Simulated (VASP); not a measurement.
# Be16H (a cell with a defect) in VASP: further runs

Be16H (a cell with a defect) is run at these levels: PBE; tasks: single point.

All numbers are computed with VASP 6.6.1; they aren't measurements. Logs are shortened: lines on timing, memory, paths and dates and some standing lists are left out, and cuts for length are marked.

**1. The cell of the first run**

The cell holds a defect, 17 atoms: a = 4.580 Å, b = 3.966 Å, c = 7.177 Å, α = 90.00°, β = 90.00°, γ = 90.00°.

**2. Single point, PBE**

INCAR

```
SYSTEM = Be16H
ALGO = Normal ; EDIFF = 1E-7
ENCUT = 520 ; GGA = PE
ISIF = 2 ; ISMEAR = 0
LASPH = .True. ; LCHARG = .False.
LREAL = Auto ; LWAVE = .False.
NBANDS = 30 ; NELM = 80
PREC = Accurate ; SIGMA = 0.05
```

KPOINTS

```
k-points
0
Gamma
  5 6 4
  0 0 0
```

POSCAR

```
Be16H
1.0
   -2.2900000000     -3.9663960000      0.0000000000
    3.4350000000     -1.9831980000      0.0000000000
    0.0000000000      0.0000000000      7.1768600000
Be H
16 1
Direct
    0.7500700828      0.5091034904     -0.0047073511
    0.4845404585      0.3409748617      0.2531113885
    0.7500618091      0.5044225743      0.5051543433
    0.4988101030      0.3340052797      0.7506392768
    0.4953068533     -0.0052577310     -0.0044218502
    0.2499358439      0.8327289905      0.2500260560
    0.4972858640     -0.0029788563      0.5038813632
    0.2500585848      0.8279589983      0.7487939015
    0.2500380003      0.4972177644     -0.0006447109
    0.0154381153      0.3404134742      0.2530868653
    0.2500380790      0.4976678897      0.5019200597
    0.0012816873      0.3339723621      0.7506281299
    0.0048426956     -0.0052914780     -0.0044532010
    0.7502195959      0.8167338791      0.2525268711
    0.0028466501     -0.0030122769      0.5038824779
    0.7500456624      0.8385369918      0.7493589118
    0.7496749205      0.1719023487      0.2187083209
```

Potentials or basis: VASP PAW PBE potentials, release 64 (Be, H).

On the command line:

```sh
cat potpaw_PBE.64/Be/POTCAR potpaw_PBE.64/H/POTCAR > POTCAR
mpirun -np 1 vasp_std > vasp.out
```

OUTCAR:

```text
SYSTEM = Be16H
   EDIFF = 1E-7
   ENCUT = 520
   GGA = PE
   ISIF = 2
   ISMEAR = 0
   LASPH = .True.
   LREAL = Auto
   NELM = 80
   PREC = Accurate

 ion  position               nearest neighbor table
   1  0.750  0.509  0.995-  16 2.20  12 2.21   4 2.21  14 2.21  13 2.25   5 2.25   9 2.29   9 2.29
                             2 2.31  10 2.31   5 2.35  13 2.35
   2  0.485  0.341  0.253-  17 1.41  10 2.15  11 2.17   9 2.20   6 2.23  14 2.25   7 2.26   3 2.27
                             6 2.28   5 2.30   1 2.31
   3  0.750  0.504  0.505-  14 2.20  16 2.20  12 2.21   4 2.21  15 2.27   7 2.27   2 2.27  10 2.27
                            11 2.29  11 2.29   7 2.32  15 2.32
   4  0.499  0.334  0.751-   3 2.21   1 2.21   5 2.21   9 2.21  11 2.21   7 2.22   8 2.27  16 2.28
                            12 2.28  12 2.30   8 2.31  16 2.31
   5  0.495  0.995  0.996-   8 2.20  16 2.21   4 2.21   6 2.24  13 2.25   1 2.25   9 2.27   9 2.29
                            14 2.29   2 2.30  13 2.33   1 2.35
   6  0.250  0.833  0.250-   2 2.23  10 2.23   9 2.24  13 2.24   5 2.24  15 2.24   7 2.24  11 2.24
                            10 2.28   2 2.28  14 2.29  14 2.29
   7  0.497  0.997  0.504-   8 2.20  16 2.20   4 2.22   6 2.24   2 2.26  14 2.26  15 2.26   3 2.27
                            11 2.28  11 2.29  15 2.32   3 2.32
   8  0.250  0.828  0.749-  15 2.20   7 2.20  13 2.20   5 2.20  11 2.20   9 2.23   4 2.27  12 2.27
                            16 2.29  16 2.29  12 2.31   4 2.31
   9  0.250  0.497  0.999-   2 2.20  10 2.20   4 2.21  12 2.21   8 2.23   6 2.24  13 2.27   5 2.27
                            13 2.29   5 2.29   1 2.29   1 2.29
  10  0.015  0.340  0.253-  17 1.41   2 2.15  11 2.18   9 2.20   6 2.23  14 2.25  15 2.26   3 2.27
                             6 2.28  13 2.30   1 2.31
  11  0.250  0.498  0.502-   2 2.17  10 2.18   8 2.20  12 2.21   4 2.21   6 2.24  15 2.28   7 2.28
                            15 2.29   7 2.29   3 2.29   3 2.29
  12  0.001  0.334  0.751-   3 2.21   1 2.21  13 2.21   9 2.21  11 2.21  15 2.22   8 2.27  16 2.28
                             4 2.28   4 2.30   8 2.31  16 2.31
  13  0.005  0.995  0.996-   8 2.20  16 2.21  12 2.21   6 2.24   5 2.25   1 2.25   9 2.27   9 2.29
                            14 2.29  10 2.30   5 2.33   1 2.35
  14  0.750  0.817  0.253-  17 1.43   3 2.20   1 2.21   2 2.25  10 2.25  15 2.26   7 2.26   6 2.29
                             6 2.29  13 2.29   5 2.29
  15  0.003  0.997  0.504-   8 2.20  16 2.20  12 2.22   6 2.24  10 2.26  14 2.26   7 2.26   3 2.27
                            11 2.28  11 2.29   7 2.32   3 2.32
  16  0.750  0.839  0.749-   1 2.20   3 2.20   7 2.20  15 2.20  13 2.21   5 2.21  12 2.28   4 2.28
                             8 2.29   8 2.29   4 2.31  12 2.31
  17  0.750  0.172  0.219-   2 1.41  10 1.41  14 1.43

  LATTYP: Found a simple orthorhombic cell.
 ALAT       =     3.9663962620
 B/A-ratio  =     1.1547004875
 C/A-ratio  =     1.8094157835

  Lattice vectors:

 A1 = (  -3.4350000000,   1.9831980000,   0.0000000000)
 A2 = (  -2.2900000000,  -3.9663960000,   0.0000000000)
 A3 = (   0.0000000000,   0.0000000000,   7.1768600000)

Analysis of symmetry for initial positions (statically):
=====================================================================
 Subroutine PRICEL returns:
 Original cell was already a primitive cell.

 Routine SETGRP: Setting up the symmetry group for a
 simple orthorhombic supercell.

 Subroutine GETGRP returns: Found  1 space group operations
 (whereof  1 operations were pure point group operations)
 out of a pool of  8 trial point group operations.

The static configuration has the point symmetry C_1 .

Analysis of symmetry for dynamics (positions and initial velocities):
=====================================================================
 Subroutine PRICEL returns:
 Original cell was already a primitive cell.

 Routine SETGRP: Setting up the symmetry group for a
 simple orthorhombic supercell.

 Subroutine GETGRP returns: Found  1 space group operations
 (whereof  1 operations were pure point group operations)
 out of a pool of  8 trial point group operations.

The dynamic configuration has the point symmetry C_1 .

 Subroutine INISYM returns: Found  1 space group operations
 (whereof  1 operations are pure point group operations),
 and found     1 'primitive' translations

----------------------------------------------------------------------------------------

                                     Primitive cell

  volume of cell :     130.3755

  direct lattice vectors                    reciprocal lattice vectors
    -2.290000000 -3.966396000  0.000000000    -0.109170306 -0.189088533  0.000000000
     3.435000000 -1.983198000  0.000000000     0.218340611 -0.126059022  0.000000000
     0.000000000  0.000000000  7.176860000     0.000000000  0.000000000  0.139336702

  length of vectors
[... 84 lines left out ...]
   NSW    =      0    number of steps for IOM
   IBRION =     -1    ionic relax: 0-MD 1-quasi-New 2-CG
   NFREE  =      0    steps in history (QN), initial steepest desc. (CG)
   ISIF   =      2    stress and relaxation
   ISYM   =      2    0-nonsym 1-usesym 2-fastsym
   POTIM  = 0.5000    time-step for ionic-motion
   TEBEG  =    0.0;   TEEND  =   0.0 temperature during run
   PSTRESS=    0.0 pullay stress
   NELECT =      33.0000    total number of electrons
   NUPDOWN=      -1.0000    fix difference up-down
   EMIN   =  10.00;   EMAX   =-10.00  energy-range for DOS
   EFERMI =   0.00;   METHOD = LEGACY
   ISMEAR =     0;   SIGMA  =   0.05  broadening in eV -4-tet -1-fermi 0-gaus
   EFERMI_NEDOS =   21; number of points for ismear=-14 and -15
   IALGO  =     38    algorithm
   IMIX   =      4    mixing-type and parameters
     AMIX     =   0.40;   BMIX     =  1.00
     AMIX_MAG =   1.60;   BMIX_MAG =  1.00
  volume/ion in A,a.u.               =       7.67        51.75
  Fermi-wavevector in a.u.,A,eV,Ry     =   1.035573  1.956950 14.591049  1.072412
  Thomas-Fermi vector in A             =   2.169923
   LORBIT       =      0    0 simple, 1 ext, 2 COOP (PROOUT), +10 PAW based schemes
   GGA     = PE    functional components
   LHFCALC =     F    Hartree Fock is set to
   AEXX    =    0.0000 exact exchange contribution
   IVDW    =     0    specifies the selected vdW correction
   LEPSILON=     F    determine dielectric tensor
   LRPA    =     F    only Hartree local field effects (RPA)
 non-spin polarized calculation
 Gauss-broadening in eV      SIGMA  =   0.05
  energy-cutoff  :      520.00
  volume of cell :      130.38
 maximum number of plane-waves:      3532
 NGX is ok and might be reduce to    36
   NGX = 17   NGY = 15   NGZ = 27

 number of electron      33.0000001 magnetization

 Free energy of the ion-electron system (eV)
  ---------------------------------------------------
  ext. energy  EPLUGINS =         0.00000000
  ---------------------------------------------------
  free energy    TOTEN  =       -61.37514194 eV

  energy without entropy =      -61.37220561  energy(sigma->0) =      -61.37367377

 E-fermi :   7.2086     XC(G=0): -10.5809

 val. band max:        7.1947877752   @ k =   0.4000   0.5000   0.0000
 cond. band min:       7.2143504631   @ k =   0.0000   0.1667   0.0000
 fundamental gap:      0.0195626879
 Fermi energy:         7.2086298176

 k-point     1 :       0.0000    0.0000    0.0000
  band No.  band energies     occupation
      1      -5.0190      2.00000
      2      -2.9272      2.00000
      3      -2.1912      2.00000
      4      -0.2874      2.00000
      5       0.9671      2.00000
      6       1.5125      2.00000
[... 20 lines left out ...]
     27      10.3539      0.00000
     28      10.4237      0.00000

 k-point     2 :       0.2000    0.0000    0.0000
  band No.  band energies     occupation
      1      -4.8462      2.00000
      2      -2.8006      2.00000
      3      -1.9743      2.00000
      4      -1.2672      2.00000
      5       0.4204      2.00000
      6       1.2095      2.00000
[... 674 lines left out ...]
 k-point    24 :       0.2000    0.1667    0.2500
  band No.  band energies     occupation
      1      -4.6166      2.00000
      2      -3.0600      2.00000
      3      -1.5182      2.00000
      4      -0.6132      2.00000
      5       0.0815      2.00000
      6       0.6479      2.00000
[... 20 lines left out ...]
     27      11.9141      0.00000
     28      12.2237      0.00000

 [... further k-points ...]

 [bands above 28 left out]

------------------------ aborting loop because EDIFF is reached ----------------------------------------

  FORCE on cell =-STRESS in cart. coord.  units (eV):
  Direction    XX          YY          ZZ          XY          YZ          ZX
  --------------------------------------------------------------------------------------
  -------------------------------------------------------------------------------------
  Total        0.5981601      1.3685227      1.1997013      0.6785716     -0.0071273      0.0149712
  in kB        7.3507555     16.8176980     14.7430621      8.3389279     -0.0875876      0.1839797
  external PRESSURE =      12.9705052 kB  Pullay stress =       0.0000000 kB

 VOLUME and BASIS-vectors are now :
 -----------------------------------------------------------------------------
  energy-cutoff  :      520.00
  volume of cell :      130.38
      direct lattice vectors                 reciprocal lattice vectors
    -2.290000000 -3.966396000  0.000000000    -0.109170306 -0.189088533  0.000000000
     3.435000000 -1.983198000  0.000000000     0.218340611 -0.126059022  0.000000000
     0.000000000  0.000000000  7.176860000     0.000000000  0.000000000  0.139336702

 POSITION                                       TOTAL-FORCE (eV/Angst)
 -----------------------------------------------------------------------------------
      0.03111     -3.98473      7.14308         0.016738     -0.009538      0.039635
      0.06165     -2.59810      1.81654        -0.009474      0.004298      0.080721
      0.01505     -3.97541      3.62542        -0.024561      0.014458      0.025233
      0.00503     -2.64088      5.38723        -0.000933      0.000583      0.040156
      2.28269     -3.93735      7.14513        -0.002679      0.013459      0.029171
      2.28807     -2.64281      1.79440        -0.011548      0.005986      0.023541
[... 9 lines left out ...]
      1.16277     -4.63796      5.37804         0.000867     -0.000499      0.014456
     -1.12627     -3.31442      1.56964         0.012816     -0.009955     -0.571217
 -----------------------------------------------------------------------------------
    total drift:                                0.000489     -0.000300     -0.001073

  FREE ENERGIE OF THE ION-ELECTRON SYSTEM (eV)
  ---------------------------------------------------
  free  energy   TOTEN  =       -61.3751419379 eV

  energy  without entropy=      -61.3722056062  energy(sigma->0) =      -61.37367377
```

Run time: 8.2 min. Hardware: 1 thread of Oxide Virtual Turin-like, shared host; peak memory 0.28 GiB.

Results:

- Free energy: -61.3751 eV
- Pressure: 1.3 GPa
- Largest force: 0.571 eV/Å
- Band gap on the k mesh: zero (an odd number of electrons rules out a gap without spin polarisation)

Forces in eV/Å, atoms in the order of the input:
```
Be   0.017 -0.010  0.040
Be  -0.009  0.004  0.081
Be  -0.025  0.014  0.025
Be  -0.001  0.001  0.040
Be  -0.003  0.013  0.029
Be  -0.012  0.006  0.024
Be   0.005 -0.018  0.011
Be  -0.001  0.001  0.001
Be   0.001 -0.001  0.040
Be  -0.006  0.006  0.080
Be   0.005 -0.003  0.038
Be  -0.001  0.000  0.040
Be  -0.013 -0.004  0.029
Be   0.010 -0.005  0.068
Be   0.018  0.005  0.011
Be   0.001  0.000  0.014
H    0.013 -0.010 -0.571
```

Levels at points of the mesh, in eV from the Fermi level:
```tsv
k point	band 14	band 15	band 16	band 17	band 18	band 19
(0.00, 0.00, 0.00)	-3.50	-0.62	0.26	0.53	0.91	1.05
(0.00, 0.50, 0.00)	-3.50	-2.47	-2.40	-0.29	0.87	0.92
(0.00, 0.00, 0.50)	-1.88	-1.85	-1.79	0.31	1.60	1.77
(0.00, 0.50, 0.50)	-3.58	-3.46	-3.40	0.76	1.84	1.88
```

**3. Single point, PBE**

INCAR

```
  ALGO = Normal
  EDIFF = 1E-6
  ENCUT = 520
  GGA = PE
  ISIF = 2
  ISMEAR = 0
  LASPH = True
  LCHARG = True
  LELF = True
  LREAL = Auto
  LVHAR = True
  LWAVE = False
  NBANDS = 30
  NELM = 80
  PREC = Accurate
  SIGMA = 0.05
```

KPOINTS

```
k-points
0
Gamma
  5 6 4
```

POSCAR

```
Be16H
1.0
   -2.2900000000     -3.9663960000      0.0000000000
    3.4350000000     -1.9831980000      0.0000000000
    0.0000000000      0.0000000000      7.1768600000
Be H
16 1
Direct
    0.7500313662      0.5101682179     -0.0041547418
    0.4874786211      0.3388329089      0.2542638424
    0.7500162391      0.5015336791      0.5041512583
    0.4987273794      0.3335737114      0.7505641743
    0.4940859181     -0.0061584418     -0.0044030398
    0.2499294345      0.8321296667      0.2495574666
    0.4979512367     -0.0021131493      0.5022915314
    0.2500209962      0.8280780440      0.7472684433
    0.2499952491      0.4978538924     -0.0006863726
    0.0124541248      0.3384200716      0.2542209267
    0.2499958889      0.4983270991      0.5020111860
    0.0012897524      0.3335593982      0.7505439705
    0.0059943636     -0.0061839614     -0.0044547337
    0.7501423947      0.8203342311      0.2537494113
    0.0020930640     -0.0021414508      0.5022764830
    0.7500065081      0.8387670753      0.7484801153
    0.7496918716      0.1722330090      0.1865212642
```

Potentials or basis: VASP PAW PBE potentials, release 64 (Be, H).

On the command line:

```sh
cat potpaw_PBE.64/Be/POTCAR potpaw_PBE.64/H/POTCAR > POTCAR
mpirun -np 1 vasp_std > vasp.out
```

Run time: 7.6 min. Hardware: 1 thread of Oxide Virtual Turin-like, shared host; peak memory 0.28 GiB.

The run converged. Its results:

```yaml
Free_energy: -61.5484 eV
Pressure: 0.7 GPa
Largest_force: 0.808 eV/Å
Band_gap_on_the_k_mesh: zero (an odd number of electrons rules out a gap without spin polarisation)
```

Forces in eV/Å, atoms in the order of the input:
```
Be   0.011 -0.006  0.076
Be  -0.048 -0.017  0.086
Be  -0.036  0.021  0.032
Be  -0.004  0.003  0.056
Be   0.000  0.020  0.057
Be  -0.013  0.007  0.041
Be   0.006 -0.019  0.009
Be   0.004 -0.002  0.014
Be   0.011 -0.006  0.054
Be  -0.006  0.048  0.085
Be   0.010 -0.006  0.058
Be  -0.004  0.001  0.056
Be  -0.017 -0.010  0.057
Be   0.047 -0.025  0.085
Be   0.019  0.005  0.009
Be   0.005 -0.003  0.032
H    0.017 -0.012 -0.808
```

Stress tensor (GPa, compression positive):
```
 0.49  0.61  0.03
 0.61  1.18 -0.01
 0.03 -0.01  0.45
```

Levels at points of the mesh, in eV from the Fermi level:
```
           k point  band 14  band 15  band 16  band 17  band 18  band 19
(0.00, 0.00, 0.00)    -3.58    -0.48     0.21     0.44     0.79     0.91
(0.00, 0.50, 0.00)    -3.59    -2.60    -2.52    -0.12     0.81     0.82
(0.00, 0.00, 0.50)    -2.01    -1.95    -1.86     0.36     1.52     1.69
(0.00, 0.50, 0.50)    -3.69    -3.54    -3.48     0.78     1.72     1.74
```

**4. Single point, PBE**

INCAR

```
SYSTEM = Be16H
PREC = Accurate
ENCUT = 520
EDIFF = 1E-6
ISMEAR = 0
SIGMA = 0.05
LREAL = Auto
LASPH = .TRUE.
NELM = 80
ALGO = Normal
ISIF = 2
LWAVE = .FALSE.
LCHARG = .TRUE.
GGA = PE
LELF = .TRUE.
LVHAR = .TRUE.
NBANDS = 30
```

KPOINTS

```
Automatic mesh
0
G
  5 6 4
  0 0 0
```

POSCAR

```
Be16H
1.0
   -2.2900000000     -3.9663960000      0.0000000000
    3.4350000000     -1.9831980000      0.0000000000
    0.0000000000      0.0000000000      7.1768600000
Be H
16 1
Direct
    0.7499917661      0.5098818469     -0.0030797591
    0.4906764334      0.3369612904      0.2542046243
    0.7499748925      0.4984976721      0.5029961571
    0.4987343232      0.3333742649      0.7507591064
    0.4932534699     -0.0066854596     -0.0037165278
    0.2499155574      0.8310228898      0.2494121385
    0.4984268498     -0.0018385776      0.5005335202
    0.2499778493      0.8286201673      0.7464526269
    0.2499497056      0.4992212011     -0.0008241766
    0.0092283767      0.3367135321      0.2541632413
    0.2499586658      0.4992784118      0.5022352394
    0.0012036514      0.3333715755      0.7507387632
    0.0067406907     -0.0066893212     -0.0037675251
    0.7500559103      0.8239400392      0.2539382125
    0.0015274617     -0.0018553458      0.5005137344
    0.7499702376      0.8383827785      0.7480912265
    0.7497275120      0.1731318785      0.1542607770
```

On the command line:

```sh
cat potpaw_PBE.64/Be/POTCAR potpaw_PBE.64/H/POTCAR > POTCAR
mpirun -np 1 vasp_std > vasp.out
```

Wall time 8.9 min (1 thread of Oxide Virtual Turin-like, shared host); peak memory 0.28 GiB.

The run converged. Its results:

```
Free energy            : -61.7201 eV
Pressure               : 0.1 GPa
Largest force          : 0.567 eV/Å
Band gap on the k mesh : zero (an odd number of electrons rules out a gap without spin polarisation)
```

Forces in eV/Å, atoms in the order of the input:
```
Be  -0.006  0.004  0.067
Be  -0.033 -0.017  0.038
Be  -0.028  0.016  0.023
Be  -0.001 -0.001  0.044
Be   0.001  0.012  0.050
Be  -0.011  0.005  0.035
Be  -0.001 -0.007  0.002
Be   0.009 -0.005  0.026
Be   0.017 -0.010  0.035
Be   0.001  0.035  0.038
Be   0.013 -0.007  0.042
Be   0.000  0.002  0.044
Be  -0.010 -0.007  0.051
Be   0.032 -0.017  0.038
Be   0.005  0.004  0.003
Be  -0.004  0.002  0.030
H    0.016 -0.011 -0.567
```

Stress tensor (GPa, compression positive):
```
 0.49  0.22  0.04
 0.22  0.73 -0.02
 0.04 -0.02 -1.02
```

Levels at points of the mesh, in eV from the Fermi level:
```csv
k point,band 14,band 15,band 16,band 17,band 18,band 19
"(0.00, 0.00, 0.00)",-3.67,-0.29,0.13,0.34,0.54,0.80
"(0.00, 0.50, 0.00)",-3.69,-2.79,-2.61,0.08,0.60,0.70
"(0.00, 0.00, 0.50)",-2.17,-2.06,-1.97,0.40,1.40,1.57
"(0.00, 0.50, 0.50)",-3.83,-3.63,-3.57,0.80,1.56,1.61
```

**5. The runs side by side**

```tsv
cell	gap on the mesh (eV)	pressure (GPa)	largest force (eV/Å)
as given, atomic positions A	none	1.3	0.57
as given, atomic positions B	none	0.7	0.81
as given, atomic positions C	none	0.1	0.57
```

Alike in all rows: task single point; level PBE; potentials or basis VASP PAW PBE potentials, release 64 (Be, H); no spin polarisation; k mesh 5 × 6 × 4; cutoff (eV) 520; smearing gaussian 0.05 eV.

Absolute energies hang on the potentials; compare differences alone.

The gap in the log of VASP goes by the Fermi energy; the results here count the filled bands.